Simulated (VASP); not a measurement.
# BP (rocksalt type) (Fm-3m) in VASP: further runs

The runs below take BP (rocksalt type) through single point, relaxation of cell and atoms, with PBE.

Program: VASP 6.6.1. These are calculated values, not measurements. Logs are shortened: lines on timing, memory, paths and dates and some standing lists are left out, and cuts for length are marked.

## (1) The cell of the first run

The structure is cubic, space group Fm-3m (No. 225). The conventional cell has a = 3.838 Å, b = 3.838 Å, c = 3.838 Å, α = 90.00°, β = 90.00°, γ = 90.00°. B (site symmetry m-3m) has 6 P at 1.92 Å within 2.5 Å. Within 2.5 Å of P (site symmetry m-3m) lie 6 B at 1.92 Å.

## (2) Single point, PBE

The input, INCAR:

```
SYSTEM = BP
PREC = Accurate
ENCUT = 520
EDIFF = 1E-6
ISMEAR = -1
SIGMA = 0.1
LREAL = .False.
LASPH = .True.
NELM = 80
ALGO = Normal
ISIF = 2
LWAVE = .False.
LCHARG = .False.
GGA = PE
NBANDS = 11
```

The input, KPOINTS:

```
Automatic mesh
0
Gamma
  17 17 17
  0 0 0
```

The input, POSCAR:

```
BP
1.0
    0.0000000000      1.9187788232      1.9187788232
    1.9187788232      0.0000000000      1.9187788232
    1.9187788232      1.9187788232      0.0000000000
B P
1 1
Direct
    0.0000000000      0.0000000000      0.0000000000
    0.5000000000      0.5000000000      0.5000000000
```

Potentials or basis: VASP PAW PBE potentials, release 64 (B, P).

Launch:

```sh
> cat potpaw_PBE.64/B/POTCAR potpaw_PBE.64/P/POTCAR > POTCAR
> mpirun -np 1 vasp_std > vasp.out
```

OUTCAR:

```text
SYSTEM = BP
   PREC = Accurate
   ENCUT = 520
   EDIFF = 1E-6
   ISMEAR = -1
   LREAL = .False.
   LASPH = .True.
   NELM = 80
   ISIF = 2
   GGA = PE

 ion  position               nearest neighbor table
   1  0.000  0.000  0.000-   2 1.92   2 1.92   2 1.92   2 1.92   2 1.92   2 1.92
   2  0.500  0.500  0.500-   1 1.92   1 1.92   1 1.92   1 1.92   1 1.92   1 1.92

  LATTYP: Found a face centered cubic cell.
 ALAT       =     3.8375576464

  Lattice vectors:

 A1 = (   0.0000000000,   1.9187788232,   1.9187788232)
 A2 = (   1.9187788232,   0.0000000000,   1.9187788232)
 A3 = (   1.9187788232,   1.9187788232,   0.0000000000)

Analysis of symmetry for initial positions (statically):
=====================================================================
 Subroutine PRICEL returns:
 Original cell was already a primitive cell.

 Routine SETGRP: Setting up the symmetry group for a
 face centered cubic supercell.

 Subroutine GETGRP returns: Found 48 space group operations
 (whereof 48 operations were pure point group operations)
 out of a pool of 48 trial point group operations.

The static configuration has the point symmetry O_h .

Analysis of symmetry for dynamics (positions and initial velocities):
=====================================================================
 Subroutine PRICEL returns:
 Original cell was already a primitive cell.

 Routine SETGRP: Setting up the symmetry group for a
 face centered cubic supercell.

 Subroutine GETGRP returns: Found 48 space group operations
 (whereof 48 operations were pure point group operations)
 out of a pool of 48 trial point group operations.

The dynamic configuration has the point symmetry O_h .

 Subroutine INISYM returns: Found 48 space group operations
 (whereof 48 operations are pure point group operations),
 and found     1 'primitive' translations

----------------------------------------------------------------------------------------

                                     Primitive cell

  volume of cell :      14.1288

  direct lattice vectors                    reciprocal lattice vectors
     0.000000000  1.918778823  1.918778823    -0.260582405  0.260582405  0.260582405
     1.918778823  0.000000000  1.918778823     0.260582405 -0.260582405  0.260582405
     1.918778823  1.918778823  0.000000000     0.260582405  0.260582405 -0.260582405

  length of vectors
     2.713563035  2.713563035  2.713563035     0.451341965  0.451341965  0.451341965

[... 76 lines left out ...]
   LSORBIT =      F    spin-orbit coupling
   LASPH  =      T    aspherical Exc in radial PAW
   ENCUT  =  520.0 eV  38.22 Ry    6.18 a.u.   5.05  5.05  5.05*2*pi/ulx,y,z
   NELM   =     80;   NELMIN=  2; NELMDL= -5     # of ELM steps
   EDIFF  = 0.1E-05   stopping-criterion for ELM
   LREAL  =      F    real-space projection
   EDIFFG = 0.1E-04   stopping-criterion for IOM
   NSW    =      0    number of steps for IOM
   IBRION =     -1    ionic relax: 0-MD 1-quasi-New 2-CG
   NFREE  =      0    steps in history (QN), initial steepest desc. (CG)
   ISIF   =      2    stress and relaxation
   ISYM   =      2    0-nonsym 1-usesym 2-fastsym
   POTIM  = 0.5000    time-step for ionic-motion
   TEBEG  =    0.0;   TEEND  =   0.0 temperature during run
   PSTRESS=    0.0 pullay stress
   NELECT =       8.0000    total number of electrons
   NUPDOWN=      -1.0000    fix difference up-down
   EMIN   =  10.00;   EMAX   =-10.00  energy-range for DOS
   EFERMI =   0.00;   METHOD = LEGACY
   ISMEAR =    -1;   SIGMA  =   0.10  broadening in eV -4-tet -1-fermi 0-gaus
   EFERMI_NEDOS =   21; number of points for ismear=-14 and -15
   IALGO  =     38    algorithm
   IMIX   =      4    mixing-type and parameters
     AMIX     =   0.40;   BMIX     =  1.00
     AMIX_MAG =   1.60;   BMIX_MAG =  1.00
  volume/ion in A,a.u.               =       7.06        47.67
  Fermi-wavevector in a.u.,A,eV,Ry     =   1.354368  2.559384 24.957327  1.834312
  Thomas-Fermi vector in A             =   2.481545
   LORBIT       =      0    0 simple, 1 ext, 2 COOP (PROOUT), +10 PAW based schemes
   GGA     = PE    functional components
[... 5 lines left out ...]
 non-spin polarized calculation
  energy-cutoff  :      520.00
  volume of cell :       14.13
 maximum number of plane-waves:       390
   NGX =  9   NGY =  9   NGZ =  9

 number of electron       7.9999999 magnetization

 Free energy of the ion-electron system (eV)
  ---------------------------------------------------
  ext. energy  EPLUGINS =         0.00000000
  ---------------------------------------------------
  free energy    TOTEN  =        -9.25772635 eV

  energy without entropy =       -9.23674665  energy(sigma->0) =       -9.24723650

 E-fermi :  15.4637     XC(G=0): -13.5373

 val. band max:       15.4611805765   @ k =   0.0588   0.0588   0.0000
 cond. band min:      15.4703389995   @ k =   0.0588   0.0000   0.0000
 fundamental gap:      0.0091584230
 Fermi energy:        15.4637458328

 k-point     1 :       0.0000    0.0000    0.0000
  band No.  band energies     occupation
      1      -5.9651      2.00000
      2      15.5455      0.61256
      3      15.5455      0.61256
      4      15.5455      0.61256
      5      22.8175      0.00000
      6      22.8175      0.00000
      7      22.8175      0.00000
      8      27.0975      0.00000
      9      27.0975      0.00000
     10      27.0975      0.00000
     11      28.2636      0.00000
[... 309 lines left out ...]
 k-point    24 :      -0.1176    0.0588    0.0000
  band No.  band energies     occupation
      1      -5.3747      2.00000
      2      12.6996      2.00000
      3      14.0601      2.00000
      4      15.8850      0.02918
      5      21.9786      0.00000
      6      23.0981      0.00000
      7      23.6181      0.00000
      8      23.7385      0.00000
      9      25.1440      0.00000
     10      27.1508      0.00000
     11      30.4882      0.00000

 [... further k-points ...]
[... 5 lines left out ...]
  --------------------------------------------------------------------------------------
  -------------------------------------------------------------------------------------
  Total        9.6299435      9.6299435      9.6299435      0.0000000      0.0000000     -0.0000000
  in kB     1092.0174444   1092.0174444   1092.0174444      0.0000000      0.0000000     -0.0000000
  external PRESSURE =    1092.0174444 kB  Pullay stress =       0.0000000 kB

 VOLUME and BASIS-vectors are now :
 -----------------------------------------------------------------------------
  energy-cutoff  :      520.00
  volume of cell :       14.13
      direct lattice vectors                 reciprocal lattice vectors
     0.000000000  1.918778823  1.918778823    -0.260582405  0.260582405  0.260582405
     1.918778823  0.000000000  1.918778823     0.260582405 -0.260582405  0.260582405
     1.918778823  1.918778823  0.000000000     0.260582405  0.260582405 -0.260582405

 POSITION                                       TOTAL-FORCE (eV/Angst)
 -----------------------------------------------------------------------------------
      0.00000      0.00000      0.00000         0.000000      0.000000      0.000000
      1.91878      1.91878      1.91878        -0.000000     -0.000000     -0.000000
 -----------------------------------------------------------------------------------
    total drift:                                0.000000      0.000000     -0.000000

  FREE ENERGIE OF THE ION-ELECTRON SYSTEM (eV)
  ---------------------------------------------------
  free  energy   TOTEN  =        -9.2577263473 eV

  energy  without entropy=       -9.2367466464  energy(sigma->0) =       -9.24723650
```

OSZICAR:

```text
N       E                     dE             d eps       ncg     rms          rms(c)
DAV:   1     0.116982235076E+02    0.11698E+02   -0.45169E+03  3662   0.706E+02
DAV:   2    -0.951835418067E+01   -0.21217E+02   -0.20528E+02  4796   0.123E+02
DAV:   3    -0.995999235670E+01   -0.44164E+00   -0.43880E+00  4466   0.142E+01
DAV:   4    -0.996076603598E+01   -0.77368E-03   -0.77350E-03  4323   0.705E-01
DAV:   5    -0.996076743485E+01   -0.13989E-05   -0.13978E-05  4313   0.271E-02    0.115E+01
DAV:   6    -0.931892952245E+01    0.64184E+00   -0.13391E+00  4072   0.584E+00    0.614E+00
DAV:   7    -0.926092476450E+01    0.58005E-01   -0.24464E-01  4408   0.258E+00    0.183E+00
DAV:   8    -0.925768631068E+01    0.32385E-02   -0.57198E-03  3995   0.464E-01    0.320E-01
DAV:   9    -0.925771941954E+01   -0.33109E-04   -0.16639E-04  4499   0.101E-01    0.445E-02
DAV:  10    -0.925772730016E+01   -0.78806E-05   -0.13110E-05  4126   0.256E-02    0.216E-02
DAV:  11    -0.925772634728E+01    0.95288E-06   -0.12782E-06  3698   0.790E-03
   1 F= -.92577263E+01 E0= -.92472365E+01  d E =-.209797E-01
```

Wall time 28 s (1 thread of AMD EPYC 7R43 (Zen 3), shared host); peak memory 0.1 GiB.

What came out:

- Free energy: -9.2577 eV
- Pressure: 109.2 GPa
- Band gap on the k mesh: zero (band 4 reaches 16.49 eV, above the bottom of band 5 at 13.75 eV)

Levels at points of the mesh, in eV from the Fermi level:
```csv
k point,band 2,band 3,band 4,band 5,band 6,band 7
"(0.00, 0.00, 0.00)",0.08,0.08,0.08,7.35,7.35,7.35
```

## (3) Relaxation of cell and atoms, PBE, target pressure 110 GPa, at which the enthalpy is minimised

The input, INCAR:

```
SYSTEM = BP
ALGO = Normal
EDIFF = 1E-7
EDIFFG = -0.005
ENCUT = 600
GGA = PE
IBRION = 2
ISIF = 3
ISMEAR = -1
LASPH = .True.
LCHARG = .False.
LREAL = .False.
LWAVE = .False.
NELM = 80
NSW = 32
PREC = Accurate
PSTRESS = 1100.0
SIGMA = 0.1
```

The input, KPOINTS:

```
k-points
0
Gamma
  17 17 17
  0 0 0
```

The input, POSCAR:

```
BP
1.0
    0.0000000000      1.9187086632      1.9187086632
    1.9187086632      0.0000000000      1.9187086632
    1.9187086632      1.9187086632      0.0000000000
B P
1 1
Direct
    0.0000000000      0.0000000000      0.0000000000
    0.5000000000      0.5000000000      0.5000000000
```

Potentials or basis: VASP PAW PBE potentials, release 64 (B, P).

Launch:

```sh
> cat potpaw_PBE.64/B/POTCAR potpaw_PBE.64/P/POTCAR > POTCAR
> mpirun -np 1 vasp_std > vasp.out
```

Wall time 77 s (1 thread of AMD EPYC 7R43 (Zen 3), shared host); peak memory 0.12 GiB.

Results (log left out):

| Property | Result |
| --- | --- |
| Free energy | -9.2439 eV |
| Relaxed volume | 7.05 Å³/atom |
| Relaxed cell | a = 2.712 Å, b = 2.712 Å, c = 2.712 Å, α = 60.00°, β = 60.00°, γ = 60.00° |
| Space group after relaxing (to 0.05 Å) | Fm-3m (No. 225) |
| Energy change on relaxing (the enthalpy is what falls) | +7.6 meV/atom |
| Ionic steps | 3 |
| Pressure after relaxing | 110.0 GPa |
| Band gap on the k mesh | zero (band 4 reaches 16.51 eV, above the bottom of band 5 at 13.79 eV) |

The path:
```csv
step,energy change (eV),largest force (eV/Å),pressure (GPa),volume (Å³)
1,0.0000,0.0000,109.22,14.13
2,0.0481,0.0000,111.73,14.06
3,0.0151,0.0000,110.01,14.11
```

Final structure:
```yaml
crystal:
  lattice:
    - [0.00000, 1.91771, 1.91771]
    - [1.91771, 0.00000, 1.91771]
    - [1.91771, 1.91771, 0.00000]
  atoms:
    - { symbol: B, position: [0.00000, 0.00000, 0.00000] }
    - { symbol: P, position: [0.50000, 0.50000, 0.50000] }
```

Levels at points of the mesh, in eV from the Fermi level:
| k point | band 1 | band 2 | band 3 | band 4 | band 5 | band 6 | band 7 | band 8 |
| --- | --- | --- | --- | --- | --- | --- | --- | --- |
| (0.00, 0.00, 0.00) | -21.45 | 0.08 | 0.08 | 0.08 | 7.35 | 7.35 | 7.35 | 11.65 |

Caveat: the cell is relaxed towards a set pressure, so the enthalpy falls and the energy may rise.
